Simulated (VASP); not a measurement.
# HfSi (F-43m) in VASP: further runs

Runs on HfSi. Level: PBEsol. Tasks: single point.

Program: VASP 6.6.1. These are calculated values, not measurements. Logs are shortened: lines on timing, memory, paths and dates and some standing lists are left out, and cuts for length are marked.

### 1 The cell of the first run

The structure is cubic, space group F-43m (No. 216). Conventional cell: a = 5.820 Å, b = 5.820 Å, c = 5.820 Å, α = 90.00°, β = 90.00°, γ = 90.00°. Hf (site symmetry -43m) has 4 Si at 2.52 Å within 3.3 Å. Within 3.3 Å of Si (site symmetry -43m) lie 4 Hf at 2.52 Å.

### 2 Single point, PBEsol

Contents of INCAR:

```
  PREC = Accurate
  ENCUT = 520
  EDIFF = 1E-6
  ISMEAR = 0
  SIGMA = 0.05
  LREAL = F
  LASPH = T
  NELM = 100
  ALGO = Normal
  ISIF = 2
  LWAVE = F
  LCHARG = F
  GGA = PS
  NBANDS = 14
```

Contents of KPOINTS:

```
Automatic mesh
0
Gamma
  6 6 6
```

Contents of POSCAR:

```
HfSi
1.0
    0.0000000000      2.9101917669      2.9101917669
    2.9101917669      0.0000000000      2.9101917669
    2.9101917669      2.9101917669      0.0000000000
Hf Si
1 1
Direct
    0.0000000000      0.0000000000      0.0000000000
    0.2500000000      0.2500000000      0.2500000000
```

Potentials or basis: VASP PAW PBE potentials, release 64 (Hf_pv, Si).

Launch:

```
> cat potpaw_PBE.64/Hf_pv/POTCAR potpaw_PBE.64/Si/POTCAR > POTCAR
> mpirun -np 1 vasp_std > vasp.out
```

OUTCAR:

```text
PREC = Accurate
   ENCUT = 520
   EDIFF = 1E-6
   ISMEAR = 0
   LREAL = F
   LASPH = T
   NELM = 100
   ISIF = 2
   GGA = PS

 ion  position               nearest neighbor table
   1  0.000  0.000  0.000-   2 2.52   2 2.52   2 2.52   2 2.52
   2  0.250  0.250  0.250-   1 2.52   1 2.52   1 2.52   1 2.52

  LATTYP: Found a face centered cubic cell.
 ALAT       =     5.8203835338

  Lattice vectors:

 A1 = (   0.0000000000,   2.9101917669,   2.9101917669)
 A2 = (   2.9101917669,   0.0000000000,   2.9101917669)
 A3 = (   2.9101917669,   2.9101917669,   0.0000000000)

Analysis of symmetry for initial positions (statically):
=====================================================================
 Subroutine PRICEL returns:
 Original cell was already a primitive cell.

 Routine SETGRP: Setting up the symmetry group for a
 face centered cubic supercell.

 Subroutine GETGRP returns: Found 24 space group operations
 (whereof 24 operations were pure point group operations)
 out of a pool of 48 trial point group operations.

The static configuration has the point symmetry T_d .

Analysis of symmetry for dynamics (positions and initial velocities):
=====================================================================
 Subroutine PRICEL returns:
 Original cell was already a primitive cell.

 Routine SETGRP: Setting up the symmetry group for a
 face centered cubic supercell.

 Subroutine GETGRP returns: Found 24 space group operations
 (whereof 24 operations were pure point group operations)
 out of a pool of 48 trial point group operations.

The dynamic configuration has the point symmetry T_d .

 Subroutine INISYM returns: Found 24 space group operations
 (whereof 24 operations are pure point group operations),
 and found     1 'primitive' translations

----------------------------------------------------------------------------------------

                                     Primitive cell

  volume of cell :      49.2941

  direct lattice vectors                    reciprocal lattice vectors
     0.000000000  2.910191767  2.910191767    -0.171809984  0.171809984  0.171809984
     2.910191767  0.000000000  2.910191767     0.171809984 -0.171809984  0.171809984
     2.910191767  2.910191767  0.000000000     0.171809984  0.171809984 -0.171809984

  length of vectors
     4.115632666  4.115632666  4.115632666     0.297583621  0.297583621  0.297583621

  position of ions in fractional coordinates (direct lattice)
     0.000000000  0.000000000  0.000000000
     0.250000000  0.250000000  0.250000000

  ion indices of the primitive-cell ions
   primitive index   ion index
                 1           1
                 2           2

----------------------------------------------------------------------------------------

 KPOINTS: Automatic mesh

Automatic generation of k-mesh.
 Grid dimensions read from file:
 generate k-points for:    6    6    6

 Generating k-lattice:

  Cartesian coordinates                     Fractional coordinates (reciprocal lattice)
    -0.028634997  0.028634997  0.028634997     0.166666667  0.000000000  0.000000000
     0.028634997 -0.028634997  0.028634997     0.000000000  0.166666667  0.000000000
     0.028634997  0.028634997 -0.028634997     0.000000000  0.000000000  0.166666667

  Length of vectors
     0.049597270  0.049597270  0.049597270

  Shift w.r.t. Gamma in fractional coordinates (k-lattice)
     0.000000000  0.000000000  0.000000000

 Subroutine IBZKPT returns following result:
 ===========================================

 Found     16 irreducible k-points:

 Following reciprocal coordinates:
            Coordinates               Weight
  0.000000  0.000000  0.000000      1.000000
  0.166667  0.000000  0.000000      8.000000
  0.333333  0.000000  0.000000      8.000000
  0.500000  0.000000  0.000000      4.000000
  0.166667  0.166667  0.000000      6.000000
  0.333333  0.166667  0.000000     24.000000
[... 8 lines left out ...]
 -0.333333  0.333333  0.166667     24.000000
 -0.333333  0.500000  0.166667     12.000000
   k-points           NKPTS =     16   k-points in BZ     NKDIM =     16   number of bands    NBANDS=     14
   number of dos      NEDOS =    301   number of ions     NIONS =      2
   total plane-waves  NPLWV =  32768
   dimension x,y,z NGX =    32 NGY =   32 NGZ =   32
   dimension x,y,z NGXF=    64 NGYF=   64 NGZF=   64
   ions per type =               1   1
   NGX,Y,Z   is equivalent  to a cutoff of  12.93, 12.93, 12.93 a.u.
   NGXF,Y,Z  is equivalent  to a cutoff of  25.85, 25.85, 25.85 a.u.
 SYSTEM =  unknown system
   PREC   = accura    normal or accurate (medium, high low for compatibility)
   ISTART =      0    job   : 0-new  1-cont  2-samecut
   ICHARG =      2    charge: 1-file 2-atom 10-const
   ISPIN  =      1    spin polarized calculation?
   LNONCOLLINEAR =      F non collinear calculations
   LSORBIT =      F    spin-orbit coupling
   LASPH  =      T    aspherical Exc in radial PAW
   ENCUT  =  520.0 eV  38.22 Ry    6.18 a.u.   7.65  7.65  7.65*2*pi/ulx,y,z
   NELM   =    100;   NELMIN=  2; NELMDL= -5     # of ELM steps
   EDIFF  = 0.1E-05   stopping-criterion for ELM
   LREAL  =      F    real-space projection
   EDIFFG = 0.1E-04   stopping-criterion for IOM
   NSW    =      0    number of steps for IOM
   IBRION =     -1    ionic relax: 0-MD 1-quasi-New 2-CG
   NFREE  =      0    steps in history (QN), initial steepest desc. (CG)
   ISIF   =      2    stress and relaxation
   ISYM   =      2    0-nonsym 1-usesym 2-fastsym
   POTIM  = 0.5000    time-step for ionic-motion
   TEBEG  =    0.0;   TEEND  =   0.0 temperature during run
   PSTRESS=    0.0 pullay stress
   NELECT =      14.0000    total number of electrons
   NUPDOWN=      -1.0000    fix difference up-down
   EMIN   =  10.00;   EMAX   =-10.00  energy-range for DOS
   EFERMI =   0.00;   METHOD = LEGACY
   ISMEAR =     0;   SIGMA  =   0.05  broadening in eV -4-tet -1-fermi 0-gaus
   EFERMI_NEDOS =   21; number of points for ismear=-14 and -15
   IALGO  =     38    algorithm
   IMIX   =      4    mixing-type and parameters
     AMIX     =   0.40;   BMIX     =  1.00
     AMIX_MAG =   1.60;   BMIX_MAG =  1.00
  volume/ion in A,a.u.               =      24.65       166.33
  Fermi-wavevector in a.u.,A,eV,Ry     =   1.076100  2.033534 15.755422  1.157991
  Thomas-Fermi vector in A             =   2.211975
   LORBIT       =      0    0 simple, 1 ext, 2 COOP (PROOUT), +10 PAW based schemes
   GGA     = PS    functional components
   LHFCALC =     F    Hartree Fock is set to
   AEXX    =    0.0000 exact exchange contribution
   IVDW    =     0    specifies the selected vdW correction
   LEPSILON=     F    determine dielectric tensor
   LRPA    =     F    only Hartree local field effects (RPA)
 non-spin polarized calculation
 Gauss-broadening in eV      SIGMA  =   0.05
  energy-cutoff  :      520.00
  volume of cell :       49.29
 maximum number of plane-waves:      1363
 NGX is ok and might be reduce to    32
   NGX = 15   NGY = 15   NGZ = 15

 number of electron      14.0000002 magnetization

 Free energy of the ion-electron system (eV)
  ---------------------------------------------------
  ext. energy  EPLUGINS =         0.00000000
  ---------------------------------------------------
  free energy    TOTEN  =       -14.97449794 eV

  energy without entropy =      -14.97336649  energy(sigma->0) =      -14.97393222

 E-fermi :   3.3880     XC(G=0):  -9.7609

 val. band max:        3.2206487512   @ k =   0.5000   0.5000   0.0000
 cond. band min:       3.3982646891   @ k =   0.3333   0.3333   0.0000
 fundamental gap:      0.1776159379
 Fermi energy:         3.3879603238

 k-point     1 :       0.0000    0.0000    0.0000
  band No.  band energies     occupation
      1     -27.2103      2.00000
      2     -27.2103      2.00000
      3     -27.2103      2.00000
      4      -5.2572      2.00000
      5       1.9141      2.00000
      6       1.9141      2.00000
      7       1.9141      2.00000
      8       5.0895      0.00000
      9       5.0895      0.00000
     10       7.9191      0.00000
     11      10.5384      0.00000
     12      10.5384      0.00000
     13      10.5384      0.00000
     14      12.8174      0.00000

 k-point     2 :       0.1667    0.0000    0.0000
  band No.  band energies     occupation
      1     -27.2257      2.00000
      2     -27.2127      2.00000
      3     -27.2127      2.00000
      4      -4.9126      2.00000
      5       1.4460      2.00000
      6       2.0607      2.00000
      7       2.0607      2.00000
      8       4.9616      0.00000
      9       4.9616      0.00000
     10       8.5997      0.00000
     11       9.3490      0.00000
     12      10.7796      0.00000
     13      10.7796      0.00000
     14      11.5860      0.00000

 k-point     3 :       0.3333    0.0000    0.0000
  band No.  band energies     occupation
      1     -27.2562      2.00000
      2     -27.2173      2.00000
      3     -27.2173      2.00000
      4      -4.0925      2.00000
      5       0.7142      2.00000
      6       2.2565      2.00000
      7       2.2565      2.00000
      8       5.1695      0.00000
      9       5.1695      0.00000
     10       6.5365      0.00000
     11       9.4018      0.00000
     12       9.4531      0.00000
     13       9.4531      0.00000
     14      12.4268      0.00000
[... 188 lines left out ...]
 k-point    15 :      -0.3333    0.3333    0.1667
  band No.  band energies     occupation
      1     -27.2599      2.00000
      2     -27.2423      2.00000
      3     -27.2280      2.00000
      4      -3.0721      2.00000
      5       0.8677      2.00000
      6       1.3687      2.00000
      7       2.9569      2.00000
      8       3.8386      0.00000
      9       5.3652      0.00000
     10       5.8408      0.00000
     11       7.7547      0.00000
     12       8.6021      0.00000
     13      11.4739      0.00000
     14      12.9717      0.00000

 k-point    16 :      -0.3333    0.5000    0.1667
  band No.  band energies     occupation
      1     -27.2621      2.00000
      2     -27.2413      2.00000
      3     -27.2332      2.00000
      4      -2.8794      2.00000
      5       0.4298      2.00000
      6       1.9974      2.00000
      7       3.0557      2.00000
      8       3.5616      0.00000
      9       5.2562      0.00000
     10       6.0097      0.00000
     11       6.9347      0.00000
     12       8.2205      0.00000
     13      12.8248      0.00000
     14      12.8528      0.00000

------------------------ aborting loop because EDIFF is reached ----------------------------------------

  FORCE on cell =-STRESS in cart. coord.  units (eV):
  Direction    XX          YY          ZZ          XY          YZ          ZX
  --------------------------------------------------------------------------------------
  -------------------------------------------------------------------------------------
  Total        1.9450259      1.9450259      1.9450259      0.0000000      0.0000000      0.0000000
  in kB       63.2180593     63.2180593     63.2180593      0.0000000      0.0000000      0.0000000
  external PRESSURE =      63.2180593 kB  Pullay stress =       0.0000000 kB

 VOLUME and BASIS-vectors are now :
 -----------------------------------------------------------------------------
  energy-cutoff  :      520.00
  volume of cell :       49.29
      direct lattice vectors                 reciprocal lattice vectors
     0.000000000  2.910191767  2.910191767    -0.171809984  0.171809984  0.171809984
     2.910191767  0.000000000  2.910191767     0.171809984 -0.171809984  0.171809984
     2.910191767  2.910191767  0.000000000     0.171809984  0.171809984 -0.171809984

 POSITION                                       TOTAL-FORCE (eV/Angst)
 -----------------------------------------------------------------------------------
      0.00000      0.00000      0.00000        -0.000000     -0.000000      0.000000
      1.45510      1.45510      1.45510         0.000000      0.000000     -0.000000
 -----------------------------------------------------------------------------------
    total drift:                                0.000000      0.000000      0.000000

  FREE ENERGIE OF THE ION-ELECTRON SYSTEM (eV)
  ---------------------------------------------------
  free  energy   TOTEN  =       -14.9744979414 eV

  energy  without entropy=      -14.9733664950  energy(sigma->0) =      -14.97393222
```

It took 17 s on 1 thread of Intel Xeon Platinum 8375C at 2.90GHz (Ice Lake), shared host; peak memory 0.17 GiB.

What came out:

- Free energy: -14.9745 eV
- Pressure: 6.3 GPa
- Band gap on the k mesh: zero (bands 7 and 8 overlap by 0.03 eV)

Caveat: the cell stands under pressure; the PAW data sets were made with another functional, which shifts forces and pressure a little; spin-orbit coupling is left out, which moves the levels of the heavy elements.

### 3 Single point, PBEsol

This run uses another cell than the first one, of 25.93 Å³/atom.

Contents of INCAR:

```
SYSTEM = HfSi
ALGO = Normal
EDIFF = 1E-6
ENCUT = 520
GGA = PS
ISIF = 2
ISMEAR = 0
LASPH = .True.
LCHARG = .False.
LREAL = .False.
LWAVE = .False.
NBANDS = 14
NELM = 60
PREC = Accurate
SIGMA = 0.05
```

Contents of KPOINTS:

```
k-points
0
Gamma
  6 6 6
  0 0 0
```

Contents of POSCAR:

```
HfSi
1.0
    0.0000000000      2.9599552821      2.9599552821
    2.9599552821      0.0000000000      2.9599552821
    2.9599552821      2.9599552821      0.0000000000
Hf Si
1 1
Direct
    0.0000000000      0.0000000000      0.0000000000
    0.2500000000      0.2500000000      0.2500000000
```

Potentials or basis: VASP PAW PBE potentials, release 64 (Hf_pv, Si).

Launch:

```
> cat potpaw_PBE.64/Hf_pv/POTCAR potpaw_PBE.64/Si/POTCAR > POTCAR
> mpirun -np 1 vasp_std > vasp.out
```

Wall time 15 s (1 thread of Intel Xeon Platinum 8375C at 2.90GHz (Ice Lake), shared host); peak memory 0.17 GiB.

The run converged. Its results:

```
Free energy            : -15.0424 eV
Pressure               : 2.2 GPa
Band gap on the k mesh : zero (filled and empty bands touch)
```

Levels at points of the mesh, in eV from the Fermi level:
```
           k point  band 5  band 6  band 7  band 8  band 9  band 10
(0.00, 0.00, 0.00)   -1.39   -1.39   -1.39    1.66    1.66     4.27
(0.50, 0.00, 0.00)   -2.92   -1.03   -1.03    1.91    2.21     2.21
(0.50, 0.50, 0.00)   -3.38   -0.10    0.00    0.00    1.52     2.86
```

Caveat: the PAW data sets were made with another functional, which shifts forces and pressure a little; spin-orbit coupling is left out, which moves the levels of the heavy elements.

(Part 1 of 2 ends here.)
